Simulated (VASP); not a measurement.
A run of VASP 6.6.1 is set up as follows.

File INCAR:

```
SYSTEM = YTl
  PREC = Accurate
  ENCUT = 520
  EDIFF = 1E-8
  ISMEAR = -1
  SIGMA = 0.05
  LREAL = .False.
  LASPH = .True.
  NELM = 80
  ALGO = Normal
  ISIF = 2
  LWAVE = .False.
  LCHARG = .False.
  GGA = PS
  IBRION = 8
  NSW = 1
```

The input KPOINTS:

```
regular mesh
0
Gamma
  8 8 8
  0 0 0
```

File POSCAR:

```
YTl
1.0
    3.7594967148      0.0000000000      0.0000000000
    0.0000000000      3.7594967148      0.0000000000
    0.0000000000      0.0000000000      3.7594967148
Y Tl
1 1
Direct
    0.5000000000      0.5000000000      0.5000000000
    0.0000000000      0.0000000000      0.0000000000
```

Potentials or basis: VASP PAW PBE potentials, release 64 (Y_sv, Tl_d).

Run with:

```console
$ cat potpaw_PBE.64/Y_sv/POTCAR potpaw_PBE.64/Tl_d/POTCAR > POTCAR
$ mpirun -np 1 vasp_std > vasp.out
```

Estimate the highest phonon frequency at Γ.

96 cm⁻¹.

Phonon frequencies in cm⁻¹ (negative: imaginary):
```tsv
q point	frequencies
(0.000, 0.000, 0.000)	0 0 0 96 96 96
```

Caveat: the cell stands under pressure or tension, which shifts response properties.
